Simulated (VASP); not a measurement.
# Cd2SO (P-4m2) in VASP: notebook, part 2 of 2

VASP 6.6.1. Earlier steps stand in the parts before.

### 4 Relaxation of cell and atoms, PBE

This run uses another cell than the first one, of 19.25 Å³/atom, 0.919 times its volume.

INCAR reads:

```
SYSTEM = Cd2SO
PREC = Accurate ; ENCUT = 600
EDIFF = 1E-7 ; ISMEAR = 0
SIGMA = 0.15 ; LREAL = .False.
LASPH = .True. ; NELM = 120
ALGO = Normal ; ISIF = 3
LWAVE = .False. ; LCHARG = .False.
GGA = PE ; IBRION = 2
NSW = 36 ; EDIFFG = -0.08
GGA_COMPAT = .False. ; NELMIN = 4
```

KPOINTS reads:

```
Automatic mesh
0
Gamma
  4 4 3
  0 0 0
```

POSCAR reads:

```
Cd2SO
1.0
    3.7900000000      0.0000000000      0.0000000000
    0.0000000000      3.7900000000      0.0000000000
    0.0000000000      0.0000000000      5.3600000000
Cd S O
2 1 1
Direct
    0.5000000000      0.0000000000      0.7000000000
    0.0000000000      0.5000000000      0.3000000000
    0.0000000000      0.0000000000      0.0000000000
    0.5000000000      0.5000000000      0.5000000000
```

Potentials or basis: VASP PAW PBE potentials, release 64 (Cd_sv_GW, S, O).

Started as:

```bash
cat potpaw_PBE.64/Cd_sv_GW/POTCAR potpaw_PBE.64/S/POTCAR potpaw_PBE.64/O/POTCAR > POTCAR
mpirun -np 1 vasp_std > vasp.out
```

OUTCAR:

```text
SYSTEM = Cd2SO
   PREC = Accurate
   ENCUT = 600
   EDIFF = 1E-7
   ISMEAR = 0
   LREAL = .False.
   LASPH = .True.
   NELM = 120
   ISIF = 3
   GGA = PE
   IBRION = 2
   NSW = 36
   EDIFFG = -0.08
   NELMIN = 4

 ion  position               nearest neighbor table
   1  0.500  0.000  0.700-   4 2.18   4 2.18   3 2.49   3 2.49
   2  0.000  0.500  0.300-   4 2.18   4 2.18   3 2.49   3 2.49
   3  0.000  0.000  0.000-   1 2.49   2 2.49   2 2.49   1 2.49
   4  0.500  0.500  0.500-   1 2.18   2 2.18   1 2.18   2 2.18

  LATTYP: Found a simple tetragonal cell.
 ALAT       =     3.7900000000
 C/A-ratio  =     1.4142480211

  Lattice vectors:

 A1 = (   3.7900000000,   0.0000000000,   0.0000000000)
 A2 = (   0.0000000000,   3.7900000000,   0.0000000000)
 A3 = (   0.0000000000,   0.0000000000,   5.3600000000)

Analysis of symmetry for initial positions (statically):
[... 169 lines left out ...]
 val. band max:        3.5887807039   @ k =   0.0000   0.0000   0.0000
 cond. band min:       5.1932126708   @ k =   0.2500   0.0000   0.0000
 fundamental gap:      1.6044319669
 Fermi energy:         3.6537386560

 k-point     1 :       0.0000    0.0000    0.0000
  band No.  band energies     occupation
      1     -97.5228      2.00000
      2     -97.5224      2.00000
      3     -58.6598      2.00000
      4     -58.6598      2.00000
      5     -58.6088      2.00000
      6     -58.6044      2.00000
[... 548 lines left out ...]
--------------------------------------- Ionic step        5  -------------------------------------------

 number of electron      52.0000015 magnetization

 Free energy of the ion-electron system (eV)
  ---------------------------------------------------
  ext. energy  EPLUGINS =         0.00000000
  ---------------------------------------------------
  free energy    TOTEN  =       -13.74764579 eV

  energy without entropy =      -13.74079454  energy(sigma->0) =      -13.74422017

 E-fermi :   2.8298     XC(G=0):  -9.6746

 val. band max:        2.7579434182   @ k =   0.0000   0.0000   0.0000
 cond. band min:       4.4457778899   @ k =   0.2500   0.0000   0.0000
 fundamental gap:      1.6878344717
 Fermi energy:         2.8297792570

 k-point     1 :       0.0000    0.0000    0.0000
  band No.  band energies     occupation
      1     -98.1869      2.00000
      2     -98.1867      2.00000
      3     -59.3138      2.00000
      4     -59.3138      2.00000
      5     -59.2716      2.00000
      6     -59.2691      2.00000
[... 428 lines left out ...]
  FREE ENERGIE OF THE ION-ELECTRON SYSTEM (eV)
  ---------------------------------------------------
  free  energy   TOTEN  =       -13.7476457892 eV

  energy  without entropy=      -13.7407945449  energy(sigma->0) =      -13.74422017

 reached required accuracy - stopping structural energy minimisation
```

OSZICAR:

```text
N       E                     dE             d eps       ncg     rms          rms(c)
DAV:   1     0.127716905146E+04    0.12772E+04   -0.31837E+04   816   0.236E+03
DAV:   2     0.161887223361E+03   -0.11153E+04   -0.10621E+04   744   0.941E+02
DAV:   3    -0.677359964624E+01   -0.16866E+03   -0.16585E+03  1186   0.389E+02
[... 65 lines left out ...]
DAV:   7    -0.137476441901E+02    0.55639E-05   -0.10303E-04  1419   0.206E-01    0.404E-02
DAV:   8    -0.137476448913E+02   -0.70119E-06   -0.19732E-05  1436   0.107E-01    0.133E-02
DAV:   9    -0.137476457078E+02   -0.81654E-06   -0.63393E-06  1488   0.526E-02    0.548E-03
DAV:  10    -0.137476458534E+02   -0.14561E-06   -0.99828E-07   896   0.106E-02    0.498E-03
DAV:  11    -0.137476457892E+02    0.64245E-07   -0.98125E-08   470   0.187E-02
   5 F= -.13747646E+02 E0= -.13744220E+02  d E =-.755635E-02
```

Wall time 2.2 min (1 thread of AMD EPYC 9R45 (Zen 5), shared host); peak memory 0.2 GiB.

Results:

| Quantity | Value |
| --- | --- |
| Free energy | -13.7476 eV |
| Relaxed volume | 20.76 Å³/atom |
| Relaxed cell | a = 3.908 Å, b = 3.908 Å, c = 5.437 Å, α = 90.00°, β = 90.00°, γ = 90.00° |
| Space group after relaxing (to 0.05 Å) | P-4m2 (No. 115) |
| Energy gained by relaxing | 36.1 meV/atom |
| Ionic steps | 5 |
| Pressure after relaxing | 0.1 GPa |
| Largest force after relaxing | 0.031 eV/Å |
| Band gap on the k mesh | zero (filled and empty bands touch) |

Forces on the atoms (eV/Å):
```
Cd   0.000  0.000 -0.031
Cd   0.000  0.000  0.031
S    0.000  0.000  0.000
O    0.000  0.000  0.000
```

Step by step:
| step | energy change (eV) | largest force (eV/Å) | pressure (GPa) | volume (Å³) |
| --- | --- | --- | --- | --- |
| 1 | 0.0000 | 0.4164 | 7.02 | 76.99 |
| 2 | -0.1049 | 0.1911 | -3.02 | 86.77 |
| 3 | -0.1367 | 0.2505 | -0.19 | 83.35 |
| 4 | -0.1421 | 0.1387 | -0.09 | 83.23 |
| 5 | -0.1443 | 0.0313 | 0.10 | 83.05 |

Final structure:
```
CELL_PARAMETERS angstrom
3.90841 0.00000 0.00000
0.00000 3.90841 0.00000
0.00000 0.00000 5.43671
ATOMIC_POSITIONS crystal
Cd 0.50000 0.00000 0.70784
Cd 0.00000 0.50000 0.29216
S 0.00000 0.00000 0.00000
O 0.50000 0.50000 0.50000
```

Levels at points of the mesh, in eV from the Fermi level:
```
           k point  band 22  band 23  band 24  band 25  band 26  band 27  band 28  band 29  band 30  band 31
(0.00, 0.00, 0.00)    -1.99    -1.99    -0.20    -0.09    -0.07    -0.07     4.38     5.44     8.45     8.45
(0.50, 0.00, 0.00)    -3.28    -2.05    -1.72    -1.31    -0.32     3.60     3.97     5.81     6.14     8.14
(0.50, 0.50, 0.00)    -3.63    -2.01    -1.81    -1.81    -1.61     3.48     4.03     5.33     5.33     7.66
```

Caveat: the k points lie up to 0.40 Å⁻¹ apart in the final cell; the relaxation stopped at a loose force limit of 0.08 eV/Å, so its end isn't a converged minimum.

### 5 Summary

```csv
task,potentials or basis,cell,cutoff (eV),second run,gap on the mesh (eV),pressure (GPa),relaxed volume (Å³/atom),largest force (eV/Å)
single point,"VASP PAW PBE potentials, release 64 (Cd, S, O)","a = 3.917, b = 3.917, c = 5.463 Å, 4 atoms",520,-,none,0.8,-,0.04
relaxation of cell and atoms,"VASP PAW PBE potentials, release 64 (Cd, S, O)","relaxed from a = 3.790, b = 3.790, c = 5.360 Å, 4 atoms",600,-,none,0.1,21.16,-
relaxation of cell and atoms,"VASP PAW PBE potentials, release 64 (Cd_sv_GW, S, O)","relaxed from a = 3.790, b = 3.790, c = 5.360 Å, 4 atoms",600,valence_matched,none,0.1,20.76,0.03
```

Alike in all rows: level PBE; no spin polarisation; k mesh 4 × 4 × 3; smearing gaussian 0.15 eV.

Caveats: all runs use coarse meshes; the relaxation stopped at a loose force limit of 0.08 eV/Å, so its end isn't a converged minimum (some runs).

Absolute energies hang on the potentials; compare differences alone.
